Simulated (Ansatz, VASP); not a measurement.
ZnS3 in VASP and in Ansatz

```
CELL_PARAMETERS angstrom
5.46002 0.00000 0.00000
0.00000 5.46002 0.00000
0.00000 0.00000 7.41085
ATOMIC_POSITIONS crystal
Zn 0.50000 0.50000 0.00000
Zn 0.00000 0.00000 0.00000
S 0.72530 0.77470 0.82128
S 0.77470 0.27470 0.17872
S 0.50000 0.00000 0.66699
S 0.00000 0.50000 0.33301
S 0.27470 0.22530 0.82128
S 0.22530 0.72530 0.17872
```

Alike in both runs: functional PBE; k mesh 4 × 4 × 6; occupations gaussian, width 0.1 eV; no spin polarisation.

Ansatz relaxed the structure, and its values are those at the end. VASP's run is a single point on that final structure, the one shown.

|  | VASP | Ansatz |
| --- | --- | --- |
| version | VASP 6.6.1 | Ansatz 0.2.0 |
| potentials or method | VASP PAW PBE potentials, release 64 (Zn, S), cutoff 520 eV | scalar-relativistic, plane waves, PAW |
| valence electrons in the cell | 60 | 60 |

|  | VASP | Ansatz | Ansatz less VASP |
| --- | --- | --- | --- |
| gap on the k mesh at the Fermi level (eV) | 1.73 | 1.70 | -0.034 |
| least direct gap on the mesh (eV) | 1.73 | 1.70 | -0.034 |
| pressure (GPa) | -0.1 | 0.1 | +0.16 |
| rms of the force components (eV/Å) | 0.048 | 0.009 | -0.0382 |

With one functional, cell and mesh, what is left measures potentials, basis and numerics.
